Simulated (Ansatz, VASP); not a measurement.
# Sr in VASP and in Ansatz

```
Sr
1.0
     4.31000    0.00000    0.00000
    -2.15500    3.73257    0.00000
     0.00000    0.00000    7.05000
Sr
2
Direct
  0.33333 0.66667 0.25000
  0.66667 0.33333 0.75000
```

Alike in both runs: task single point; functional PBEsol; k mesh 10 × 10 × 5; occupations fermi-dirac, width 0.08 eV; no spin polarisation.

|  | VASP | Ansatz |
| --- | --- | --- |
| version | VASP 6.6.1 | Ansatz 0.2.0 |
| potentials or method | VASP PAW PBE potentials, release 64 (Sr_sv), cutoff 520 eV | all-electron LAPW, scalar-relativistic |

Ansatz gave:

| Item | Value |
| --- | --- |
| pressure (GPa) | -0.9 |
| traceless stress, the component that is largest in VASP (GPa) | 0.07 |

Q: Estimate VASP's values.

A: Pressure (GPa): -0.8; traceless stress, the component that is largest in VASP (GPa): 0.07.

VASP's potentials were made for PBE, not for PBEsol. Ansatz ran all-electron here, and VASP with PAW potentials.
